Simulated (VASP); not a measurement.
Hf:

```
Hf
1.0
     3.25940    0.00000    0.00000
    -1.62970    2.82272    0.00000
     0.00000    0.00000    5.15700
Hf
2
Direct
  0.66667 0.33333 0.75000
  0.33333 0.66667 0.25000
```

Base run:

* Program: VASP 6.6.1
* Functional: r2SCAN
* Potentials or basis: VASP PAW PBE potentials, release 64 (Hf_pv)
* Cutoff: 520 eV
* k mesh: 10 × 10 × 5
* Occupations: fermi-dirac, width 0.05 eV
* Spin: no spin polarisation

Its results: band gap on the k mesh zero (band 10 reaches 5.75 eV, above the bottom of band 11 at 3.98 eV); pressure -6.4 GPa.

Task: The run is repeated on the same cell with these changes: functional from r2SCAN to PBE; further incar settings from ALGO = Normal; EDIFF = 1e-07; NBANDS = 17 to ALGO = Fast; EDIFF = 1e-06; NBANDS = 17. What comes out?

Result: Band gap on the k mesh zero (band 10 reaches 5.68 eV, above the bottom of band 11 at 4.19 eV); pressure -5.6 GPa.

Caveats: spin-orbit coupling is left out, which moves the levels of the heavy elements; the PAW data sets were made with another functional, which shifts forces and pressure a little (some runs).
